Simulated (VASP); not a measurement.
# Au (I4/mmm) in VASP: notebook, part 2 of 2

VASP 6.6.1. The steps go on from the part before.

## 3. Single point, PBEsol (biaxial strain in the a-b plane: +2.0 %)

The input, INCAR:

```
PREC = Accurate
ENCUT = 520
EDIFF = 1E-6
ISMEAR = 0
SIGMA = 0.1
LREAL = F
LASPH = T
NELM = 60
ALGO = Fast
ISIF = 2
LWAVE = F
LCHARG = T
GGA = PS
LELF = T
LVHAR = T
NBANDS = 18
```

The input, KPOINTS:

```
Automatic mesh
0
Gamma
  18 18 14
```

The input, POSCAR:

```
Au
1.0
    2.0827175339      2.0827175339      0.0000000000
   -2.0827175339      2.0827175339      0.0000000000
    0.0000000000      0.0000000000      4.0347547519
Au
2
Direct
    0.0000000000      0.0000000000      0.0000000000
    0.5000000000      0.5000000000      0.5000000000
```

Potentials or basis: VASP PAW PBE potentials, release 64 (Au).

Started as:

```console
> cat potpaw_PBE.64/Au/POTCAR > POTCAR
> mpirun -np 1 vasp_std > vasp.out
```

OUTCAR:

```text
PREC = Accurate
   ENCUT = 520
   EDIFF = 1E-6
   ISMEAR = 0
   LREAL = F
   LASPH = T
   NELM = 60
   ISIF = 2
   GGA = PS

 ion  position               nearest neighbor table
   1  0.000  0.000  0.000-   2 2.90   2 2.90   2 2.90   2 2.90   2 2.90   2 2.90   2 2.90   2 2.90

   2  0.500  0.500  0.500-   1 2.90   1 2.90   1 2.90   1 2.90   1 2.90   1 2.90   1 2.90   1 2.90

  LATTYP: Found a simple tetragonal cell.
 ALAT       =     2.9454073830
 C/A-ratio  =     1.3698460780

  Lattice vectors:

 A1 = (   2.0827175339,   2.0827175339,   0.0000000000)
 A2 = (  -2.0827175339,   2.0827175339,   0.0000000000)
 A3 = (   0.0000000000,   0.0000000000,   4.0347547519)

Analysis of symmetry for initial positions (statically):
=====================================================================
 Subroutine PRICEL returns following result:

  LATTYP: Found a body centered tetragonal cell.
 ALAT       =     2.9454073830
 C/A-ratio  =     1.3698460780

  Lattice vectors:

 A1 = (   0.0000000000,  -2.0827175339,  -2.0173773759)
 A2 = (   0.0000000000,   2.0827175339,  -2.0173773760)
 A3 = (   2.0827175339,   0.0000000000,   2.0173773759)

   2 primitive cells build up your supercell.

 Routine SETGRP: Setting up the symmetry group for a
 simple tetragonal supercell.

 Subroutine GETGRP returns: Found 16 space group operations
 (whereof 16 operations were pure point group operations)
 out of a pool of 16 trial point group operations.

The static configuration has the point symmetry D_4h.

Analysis of symmetry for dynamics (positions and initial velocities):
=====================================================================
 Subroutine PRICEL returns following result:

  LATTYP: Found a body centered tetragonal cell.
 ALAT       =     2.9454073830
 C/A-ratio  =     1.3698460780

[... 128 lines left out ...]
   ISMEAR =     0;   SIGMA  =   0.10  broadening in eV -4-tet -1-fermi 0-gaus
   EFERMI_NEDOS =   21; number of points for ismear=-14 and -15
   IALGO  =     68    algorithm
   IMIX   =      4    mixing-type and parameters
     AMIX     =   0.40;   BMIX     =  1.00
     AMIX_MAG =   1.60;   BMIX_MAG =  1.00
  volume/ion in A,a.u.               =      17.50       118.11
  Fermi-wavevector in a.u.,A,eV,Ry     =   1.402318  2.649996 26.755790  1.966495
  Thomas-Fermi vector in A             =   2.525091
   LORBIT       =      0    0 simple, 1 ext, 2 COOP (PROOUT), +10 PAW based schemes
   GGA     = PS    functional components
   LHFCALC =     F    Hartree Fock is set to
   AEXX    =    0.0000 exact exchange contribution
   IVDW    =     0    specifies the selected vdW correction
   LEPSILON=     F    determine dielectric tensor
   LRPA    =     F    only Hartree local field effects (RPA)
 non-spin polarized calculation
 RMM-DIIS sequential band-by-band and
 Gauss-broadening in eV      SIGMA  =   0.10
  energy-cutoff  :      520.00
  volume of cell :       35.00
 maximum number of plane-waves:       959
 NGX is ok and might be reduce to    24
   NGX = 11   NGY = 11   NGZ = 15

 number of electron      21.9999994 magnetization

 Free energy of the ion-electron system (eV)
  ---------------------------------------------------
  ext. energy  EPLUGINS =         0.00000000
  ---------------------------------------------------
  free energy    TOTEN  =        -7.83488953 eV

  energy without entropy =       -7.83283355  energy(sigma->0) =       -7.83386154

 E-fermi :   8.8509     XC(G=0): -12.7277

 val. band max:        8.8389715928   @ k =   0.4444   0.0556   0.4286
 cond. band min:       8.8701597222   @ k =   0.5000   0.2778   0.0000
 fundamental gap:      0.0311881293
 Fermi energy:         8.8508731670

 k-point     1 :       0.0000    0.0000    0.0000
  band No.  band energies     occupation
      1      -0.8009      2.00000
      2       2.0443      2.00000
      3       2.3275      2.00000
      4       4.2152      2.00000
      5       4.2152      2.00000
      6       4.4825      2.00000
[... 481 lines left out ...]
      5       4.2400      2.00000
      6       4.5283      2.00000
[... 10 lines left out ...]
     17      22.7463      0.00000
     18      25.4855      0.00000

 [... further k-points ...]

------------------------ aborting loop because EDIFF is reached ----------------------------------------

  FORCE on cell =-STRESS in cart. coord.  units (eV):
  Direction    XX          YY          ZZ          XY          YZ          ZX
  --------------------------------------------------------------------------------------
  -------------------------------------------------------------------------------------
  Total       -1.0610787     -1.0610787     -0.9689975      0.0000000      0.0000000      0.0000000
  in kB      -48.5680080    -48.5680080    -44.3532387      0.0000000      0.0000000      0.0000000
  external PRESSURE =     -47.1630849 kB  Pullay stress =       0.0000000 kB

 VOLUME and BASIS-vectors are now :
 -----------------------------------------------------------------------------
  energy-cutoff  :      520.00
  volume of cell :       35.00
      direct lattice vectors                 reciprocal lattice vectors
     2.082717534  2.082717534  0.000000000     0.240070961  0.240070961  0.000000000
    -2.082717534  2.082717534  0.000000000    -0.240070961  0.240070961  0.000000000
     0.000000000  0.000000000  4.034754752     0.000000000  0.000000000  0.247846539

 POSITION                                       TOTAL-FORCE (eV/Angst)
 -----------------------------------------------------------------------------------
      0.00000      0.00000      0.00000        -0.000000      0.000000      0.000000
      0.00000      2.08272      2.01738         0.000000     -0.000000     -0.000000
 -----------------------------------------------------------------------------------
    total drift:                               -0.000000      0.000000     -0.000000

  FREE ENERGIE OF THE ION-ELECTRON SYSTEM (eV)
  ---------------------------------------------------
  free  energy   TOTEN  =        -7.8348895324 eV

  energy  without entropy=       -7.8328335503  energy(sigma->0) =       -7.83386154
```

OSZICAR:

```text
N       E                     dE             d eps       ncg     rms          rms(c)
DAV:   1     0.121414980186E+03    0.12141E+03   -0.11541E+04 16304   0.117E+03
DAV:   2    -0.637572310415E+01   -0.12779E+03   -0.12155E+03 16808   0.258E+02
DAV:   3    -0.850277437970E+01   -0.21271E+01   -0.21146E+01 18568   0.335E+01
DAV:   4    -0.851225067299E+01   -0.94763E-02   -0.94753E-02 17318   0.238E+00
DAV:   5    -0.851233525483E+01   -0.84582E-04   -0.84582E-04 17550   0.237E-01    0.125E+01
RMM:   6    -0.788040990018E+01    0.63193E+00   -0.11135E+00 15845   0.784E+00    0.777E+00
RMM:   7    -0.784030126513E+01    0.40109E-01   -0.13068E-01 16309   0.287E+00    0.364E+00
RMM:   8    -0.783502787358E+01    0.52734E-02   -0.14305E-02 16561   0.920E-01    0.594E-01
RMM:   9    -0.783488735415E+01    0.14052E-03   -0.12957E-03 17246   0.274E-01    0.161E-01
RMM:  10    -0.783489531072E+01   -0.79566E-05   -0.17755E-04 17322   0.898E-02    0.144E-01
RMM:  11    -0.783488934748E+01    0.59632E-05   -0.30957E-05 17229   0.384E-02    0.176E-02
RMM:  12    -0.783488953243E+01   -0.18495E-06   -0.40547E-06 14151   0.129E-02
   1 F= -.78348895E+01 E0= -.78338615E+01  d E =-.205598E-02
```

Wall time 4.3 min (1 thread of Intel Xeon 8259CL, shared host); peak memory 0.33 GiB.

Results:

| Quantity | Value |
| --- | --- |
| Free energy | -7.8349 eV |
| Pressure | -4.7 GPa |
| Band gap on the k mesh | zero (band 11 reaches 13.24 eV, above the bottom of band 12 at 6.21 eV) |

Levels at points of the mesh, in eV from the Fermi level:
| k point | band 8 | band 9 | band 10 | band 11 | band 12 | band 13 | band 14 | band 15 |
| --- | --- | --- | --- | --- | --- | --- | --- | --- |
| (0.00, 0.00, 0.00) | -2.95 | -1.99 | -1.62 | -1.62 | 1.39 | 6.00 | 9.50 | 9.50 |
| (0.50, 0.00, 0.00) | -3.70 | -3.16 | -3.16 | -0.48 | -0.48 | 8.74 | 8.74 | 10.26 |
| (0.50, 0.50, 0.00) | -1.75 | -1.54 | -1.54 | 0.84 | 0.84 | 5.28 | 5.28 | 10.03 |
| (0.00, 0.00, 0.50) | -3.44 | -3.44 | -3.44 | -2.64 | -2.64 | 14.39 | 14.39 | 14.39 |
| (0.50, 0.00, 0.50) | -2.01 | -1.88 | -1.88 | -0.91 | -0.91 | 2.91 | 2.91 | 13.91 |
| (0.50, 0.50, 0.50) | -3.21 | -1.75 | -1.75 | 4.25 | 4.25 | 6.22 | 6.22 | 6.22 |

Caveat: the cell differs from its parent crystal (biaxial strain in the a-b plane: +2.0 %); the PAW data sets were made with another functional, which shifts forces and pressure a little; spin-orbit coupling is left out, which moves the levels of the heavy elements.
